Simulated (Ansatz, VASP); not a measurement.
## Ca: VASP beside Ansatz

File INCAR:

```
PREC     = Accurate       # precision mode
ENCUT    = 520            # plane-wave cutoff, eV
EDIFF    = 1E-7           # SCF threshold, eV
ISMEAR   = 0              # smearing method
SIGMA    = 0.15           # smearing width, eV
LREAL    = F              # projectors in reciprocal space
LASPH    = T              # aspherical terms in the spheres
NELM     = 80             # most SCF steps
ALGO     = Fast           # electronic algorithm
ISIF     = 2              # what is computed and relaxed
LWAVE    = F              # write WAVECAR
LCHARG   = F              # write CHGCAR
GGA      = PS             # functional
NBANDS   = 11             # bands
```

The input KPOINTS:

```
regular mesh
0
Gamma
  14 14 14
```

Contents of POSCAR:

```
Ca
1.0
    0.0000000000      2.9059680000      3.0177360000
    2.9059680000      0.0000000000      3.0177360000
    2.9059680000      2.9059680000      0.0000000000
Ca
1
Direct
    0.0000000000      0.0000000000      0.0000000000
```

Input for Ansatz:

```yaml
crystal:
  lattice:
    - [0.0, 2.905968, 3.017736]
    - [2.905968, 0.0, 3.017736]
    - [2.905968, 2.905968, 0.0]
  atoms:
    - { symbol: Ca, position: [0.0, 0.0, 0.0] }
basis:
  ecutwfc: 420
kpoints:
  mp_grid: { grid: [14, 14, 14] }
hamiltonian:
  xc: pbesol
scf:
  occupations: { method: gaussian, width: 0.15 }
output:
  forces: true
  stress: true
  eigenvalues: true
  write_density: true
  write_potential: true
  elf: true
  volumetric_format: npy
```

Change from the starting cell: strain +0.040 along x and y, +0.080 along z, atoms carried along.

Alike in both runs: task single point; functional PBEsol; k mesh 14 × 14 × 14; occupations gaussian, width 0.15 eV; no spin polarisation.

```csv
,VASP,Ansatz
version,VASP 6.6.1,Ansatz 0.2.0
potentials or method,"VASP PAW PBE potentials, release 64 (Ca_sv), cutoff 520 eV","scalar-relativistic, plane waves, PAW"
valence electrons in the cell,10,10
```

|  | VASP | Ansatz | Ansatz less VASP |
| --- | --- | --- | --- |
| gap on the k mesh at the Fermi level (eV) | none | none | - |
| pressure (GPa) | -2.8 | -2.8 | 0.00 |
| traceless stress, the component that is largest in VASP (GPa) | -0.20 | -0.20 | 0.000 |

VASP's potentials were made for PBE, not for PBEsol. A gap of «none» marks a metal or a gap that the smearing closes. The functional is the same, so the differences come from potentials, cutoffs and numerics.
